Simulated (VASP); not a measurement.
Write the native input for VASP 6.6.1 that does the following.

* Task: single point
* Functional: PBEsol
* Potentials or basis: VASP PAW PBE potentials, release 64 (Hf_pv, Si, O)
* Cutoff: 520 eV
* k mesh: 2 × 2 × 2, shifted
* Occupations: gaussian, width 0.02 eV
* Spin: no spin polarisation
* Dipole correction: no
* Further INCAR settings: LREAL = Auto; ALGO = Normal; EDIFF = 1e-06; NBANDS = 85

The structure of HfSi7O16 (a cell with a defect) lies in POSCAR:

```
HfSi7O16
1.0
    4.9817497440      4.9817497440      0.0000000000
    4.9817497440     -4.9817497440      0.0000000000
    0.0000000000      0.0000000000     -7.3354252818
Hf Si O
1 7 16
Direct
    0.5000000000      0.0000000000      0.5000000000
    0.5000000000      0.5000000000      0.0249265045
    0.0000000000      0.5000000000      0.5000000000
    0.0000000000      0.0000000000     -0.0249265045
    0.2307762790      0.2428168081      0.2365059297
    0.2571831919      0.7307762790      0.7634940703
    0.7692237210      0.7571831919      0.2365059297
    0.7428168081      0.2692237210      0.7634940703
    0.1617817572      0.4111650116      0.3703479220
    0.1806923748      0.9271489990      0.8561264580
    0.7193022060      0.9457089963      0.3520513637
    0.6851343671      0.4323560335      0.9094066647
    0.4271489990      0.3193076252      0.1438735420
    0.4457089963      0.7806977940      0.6479486363
    0.9323560335      0.8148656329      0.0905933353
    0.9111650116      0.3382182428      0.6296520780
    0.0676439665      0.1851343671      0.0905933353
    0.0888349884      0.6617817572      0.6296520780
    0.5728510010      0.6806923748      0.1438735420
    0.5542910037      0.2193022060      0.6479486363
    0.2806977940      0.0542910037      0.3520513637
    0.3148656329      0.5676439665      0.9094066647
    0.8382182428      0.5888349884      0.3703479220
    0.8193076252      0.0728510010      0.8561264580
```

These files were run (other wordings do the same):

INCAR

```
PREC = Accurate
ENCUT = 520
EDIFF = 1E-6
ISMEAR = 0
SIGMA = 0.02
LREAL = Auto
LASPH = T
NELM = 100
ALGO = Normal
ISIF = 2
LWAVE = F
LCHARG = T
GGA = PS
LELF = T
LVHAR = T
NBANDS = 85
```

KPOINTS

```
Automatic mesh
0
Gamma
  2 2 2
  0.5 0.5 0.5
```

Potentials or basis: VASP PAW PBE potentials, release 64 (Hf_pv, Si, O).

Launch:

```bash
$ cat potpaw_PBE.64/Hf_pv/POTCAR potpaw_PBE.64/Si/POTCAR potpaw_PBE.64/O/POTCAR > POTCAR
$ mpirun -np 1 vasp_std > vasp.out
```

It gave:

```
Pressure      : 2.0 GPa
Largest force : 0.204 eV/Å
```

Caveat: the PAW data sets were made with another functional, which shifts forces and pressure a little.

Wall time 2.2 min on 1 thread of Intel Xeon 8259CL, on a shared host, peak memory 0.39 GiB.
